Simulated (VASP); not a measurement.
Write the native input for VASP 6.6.1 that does the following.

* Task: relaxation of cell and atoms
* Functional: PBE
* Potentials or basis: VASP PAW PBE potentials, release 64 (In_d, Sb)
* Cutoff: 600 eV
* k mesh: 12 × 12 × 12
* Occupations: fermi-dirac, width 0.15 eV
* Spin: no spin polarisation
* Target pressure: 20 GPa
* Dipole correction: no
* Further INCAR settings: ALGO = Normal; EDIFF = 1e-07; IBRION = 2; EDIFFG = -0.001; NSW = 80; ISIF = 3

The structure of InSb lies in POSCAR:

```
InSb
1.0
    0.0000000000      3.3185740816      3.3185740816
    3.3185740816      0.0000000000      3.3185740816
    3.3185740816      3.3185740816      0.0000000000
In Sb
1 1
Direct
    0.0000000000      0.0000000000      0.0000000000
    0.7500000000      0.7500000000      0.7500000000
```

The input as run:

INCAR

```
PREC = Accurate ; ENCUT = 600
EDIFF = 1E-7 ; ISMEAR = -1
SIGMA = 0.15 ; LREAL = False
LASPH = True ; NELM = 60
ALGO = Normal ; ISIF = 3
LWAVE = False ; LCHARG = False
GGA = PE ; IBRION = 2
NSW = 80 ; EDIFFG = -0.001
PSTRESS = 200.0
```

KPOINTS

```
Automatic mesh
0
Gamma
  12 12 12
```

Potentials or basis: VASP PAW PBE potentials, release 64 (In_d, Sb).

Launch:

```bash
$ cat potpaw_PBE.64/In_d/POTCAR potpaw_PBE.64/Sb/POTCAR > POTCAR
$ mpirun -np 1 vasp_std > vasp.out
```

It gave:

| Property | Result |
| --- | --- |
| Relaxed volume | 27.64 Å³/atom |
| Relaxed cell | a = 4.276 Å, b = 4.276 Å, c = 4.276 Å, α = 60.00°, β = 60.00°, γ = 60.00° |
| Space group after relaxing (to 0.1 Å) | F-43m (No. 216) |
| Energy change on relaxing (the run minimises the enthalpy) | +425.0 meV/atom |
| Ionic steps | 16 |
| Pressure after relaxing | 20.0 GPa |
| Band gap on the k mesh | 0.84 eV (least direct gap 1.05 eV) |

Caveat: the cell is relaxed towards a set pressure, so the run minimises the enthalpy, not the energy; the volume moved by over 15 % at a fixed basis, so the end points are rough; spin-orbit coupling is left out, which moves the levels of the heavy elements.

Run time: 18 min on 1 thread of Intel Xeon 8259CL (shared host), peak memory 0.32 GiB.
